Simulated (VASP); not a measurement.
Li7Cl8 (a cell with a defect), 15 atoms in the cell. The cell holds a defect, 15 atoms: a = 7.346 Å, b = 7.346 Å, c = 7.346 Å, α = 60.00°, β = 60.00°, γ = 60.00°. 

| Property | Result |
| --- | --- |
| Program | VASP 6.6.1 |
| Task | single point |
| Functional | PBE |
| Dispersion | D3(BJ) |
| Potentials or basis | VASP PAW PBE potentials, release 64 (Li_sv, Cl) |
| Cutoff | 520 eV |
| k mesh | 2 × 2 × 2 |
| Occupations | fermi-dirac, width 0.05 eV |
| Spin | no spin polarisation |
| Dipole correction | no |
| Further INCAR settings | LREAL = Auto; ALGO = Normal; EDIFF = 1e-06; NBANDS = 52 |

Potentials or basis: VASP PAW PBE potentials, release 64 (Li_sv, Cl).

Launch:

```bash
$ cat potpaw_PBE.64/Li_sv/POTCAR potpaw_PBE.64/Cl/POTCAR > POTCAR
$ mpirun -np 1 vasp_std > vasp.out
```

Hardware: 1 thread of Intel(R) Xeon(R) Platinum 8375C CPU @ 2.90GHz (Ice Lake), with other jobs on the host.

Estimate the wall time of this run.

Run time: 4.4 min on 1 thread of Intel(R) Xeon(R) Platinum 8375C CPU @ 2.90GHz (Ice Lake), with other jobs on the host, peak memory 0.41 GiB. Counts: scf iterations 17, k points 8.
